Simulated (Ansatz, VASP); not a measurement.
Two plane-wave programs on Sr

INCAR

```
  PREC = Accurate
  ENCUT = 520
  EDIFF = 1E-6
  ISMEAR = 0
  SIGMA = 0.1
  LREAL = F
  LASPH = T
  NELM = 80
  ALGO = Normal
  ISIF = 2
  LWAVE = F
  LCHARG = T
  GGA = PE
  LELF = T
  LVHAR = T
  NBANDS = 11
```

The input KPOINTS:

```
Automatic mesh
0
Gamma
  12 12 12
```

The input POSCAR:

```
Sr
1.0
   -2.3374332500      2.3374332500      2.3374332500
    2.3374332500     -2.3374332500      2.3374332500
    2.3374332500      2.3374332500     -2.3374332500
Sr
1
Direct
    0.0000000000      0.0000000000      0.0000000000
```

Input for Ansatz:

```yaml
crystal:
  lattice:
    - [-2.33743325, 2.33743325, 2.33743325]
    - [2.33743325, -2.33743325, 2.33743325]
    - [2.33743325, 2.33743325, -2.33743325]
  atoms:
    - { symbol: Sr, position: [0.0, 0.0, 0.0] }
basis:
  ecutwfc: 420
kpoints:
  mp_grid: { grid: [12, 12, 12] }
hamiltonian:
  xc: pbe
scf:
  occupations: { method: gaussian, width: 0.1 }
output:
  forces: true
  stress: true
  eigenvalues: true
```

Alike in both runs: task single point; functional PBE; k mesh 12 × 12 × 12; occupations gaussian, width 0.1 eV; no spin polarisation.

|  | VASP | Ansatz |
| --- | --- | --- |
| version | VASP 6.6.1 | Ansatz 0.2.0 |
| potentials or method | VASP PAW PBE potentials, release 64 (Sr_sv), cutoff 520 eV | scalar-relativistic, plane waves, PAW |
| valence electrons in the cell | 10 | 10 |

|  | VASP | Ansatz | Ansatz less VASP |
| --- | --- | --- | --- |
| gap on the k mesh at the Fermi level (eV) | none | none | - |
| pressure (GPa) | 0.7 | 0.7 | -0.01 |

A gap of «none» marks a metal or a gap that the smearing closes. With one functional, cell and mesh, what is left measures potentials, basis and numerics.
